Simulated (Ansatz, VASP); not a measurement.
# Te in VASP and in Ansatz

INCAR

```
SYSTEM = Te
PREC = Accurate
ENCUT = 600
EDIFF = 1E-7
ISMEAR = -1
SIGMA = 0.05
LREAL = .FALSE.
LASPH = .TRUE.
NELM = 60
ALGO = Normal
ISIF = 3
LWAVE = .FALSE.
LCHARG = .FALSE.
GGA = PE
IBRION = 2
NSW = 60
EDIFFG = -0.005
```

File KPOINTS:

```
regular mesh
0
G
  15 15 15
  0 0 0
```

File POSCAR:

```
Te
1.0
   -1.9354383203      1.9354383203      1.9354383203
    1.9354383203     -1.9354383203      1.9354383203
    1.9354383203      1.9354383203     -1.9354383203
Te
1
Direct
    0.0000000000      0.0000000000      0.0000000000
```

Input for Ansatz:

```yaml
crystal:
  lattice:
    - [-1.9354383203, 1.9354383203, 1.9354383203]
    - [1.9354383203, -1.9354383203, 1.9354383203]
    - [1.9354383203, 1.9354383203, -1.9354383203]
  atoms:
    - { symbol: Te, position: [0.0, 0.0, 0.0] }
kpoints:
  mp_grid: { grid: [15, 15, 15] }
scf:
  occupations: { method: fermi_dirac, width: 0.05 }
hamiltonian:
  xc: pbe
  pseudopotentials: { kind: paw }
output:
  forces: true
  stress: true
  write_density: true
  write_potential: true
  elf: true
  volumetric_format: npy
relax:
  f_tol: 0.005
  max_steps: 40
  cell: {}
```

Alike in both runs: task relaxation of cell and atoms; functional PBE; k mesh 15 × 15 × 15; occupations fermi-dirac, width 0.05 eV; no spin polarisation.

|  | VASP | Ansatz |
| --- | --- | --- |
| version | VASP 6.6.1 | Ansatz 0.2.0 |
| potentials or method | VASP PAW PBE potentials, release 64 (Te) | PAW with Ansatz's default frozen-core files, scalar-relativistic |
| plane-wave cutoff (eV) | 600 | 420 |
| valence electrons in the cell | 6 | 16 |

|  | VASP | Ansatz | Ansatz less VASP |
| --- | --- | --- | --- |
| relaxed volume (Å³/atom) | 28.53 | 28.58 | +0.050 |
| relaxed cell length with the largest relative difference (Å) | 3.334 | 3.336 | +0.0020 |

VASP's potentials hold 6 valence electrons a cell and Ansatz's 16, so a difference there can come from the potentials and not from the codes.

Neither program's run includes spin-orbit coupling.
